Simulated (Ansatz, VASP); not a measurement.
**Two plane-wave programs on Au**

Contents of INCAR:

```
ALGO = Fast
EDIFF = 1E-6
ENCUT = 520
GGA = PE
ISIF = 2
ISMEAR = 0
LASPH = T
LCHARG = F
LREAL = F
LWAVE = F
NBANDS = 12
NELM = 100
PREC = Accurate
SIGMA = 0.011
```

The input KPOINTS:

```
k-points
0
Gamma
  11 11 11
```

POSCAR

```
Au
1.0
   -1.6572690000      1.6572690000      1.6572690000
    1.6572690000     -1.6572690000      1.6572690000
    1.6572690000      1.6572690000     -1.6572690000
Au
1
Direct
    0.0000000000      0.0000000000      0.0000000000
```

The input input.yaml:

```yaml
crystal:
  lattice:
    - [-1.657269, 1.657269, 1.657269]
    - [1.657269, -1.657269, 1.657269]
    - [1.657269, 1.657269, -1.657269]
  atoms:
    - { symbol: Au, position: [0.0, 0.0, 0.0] }
hamiltonian:
  xc: pbe
  pseudopotentials: { kind: paw }
kpoints:
  mp_grid: { grid: [11, 11, 11] }
scf:
  occupations: { method: gaussian, width: 0.011 }
output:
  forces: true
  stress: true
  eigenvalues: true
  write_density: true
  write_potential: true
  elf: true
  volumetric_format: npy
```

Alike in both runs: task single point; functional PBE; k mesh 11 × 11 × 11; occupations gaussian, width 0.011 eV; no spin polarisation.

|  | VASP | Ansatz |
| --- | --- | --- |
| version | VASP 6.6.1 | Ansatz 0.2.0 |
| potentials or method | VASP PAW PBE potentials, release 64 (Au) | Ansatz PAW |
| plane-wave cutoff (eV) | 520 | 420 |
| valence electrons in the cell | 11 | 19 |

VASP gave:

| Quantity | Value |
| --- | --- |
| gap on the k mesh at the Fermi level (eV) | none |
| pressure (GPa) | -1.0 |

Q: What did Ansatz give for the same quantities?

A: gap on the k mesh at the Fermi level (eV): none; pressure (GPa): -0.9.

A gap of «none» marks a metal or a gap that the smearing closes. The functional is the same, so the differences come from potentials, cutoffs and numerics. VASP's potentials hold 11 valence electrons a cell and Ansatz's 19, so a difference there can come from the potentials and not from the codes.

Spin-orbit coupling is off throughout.
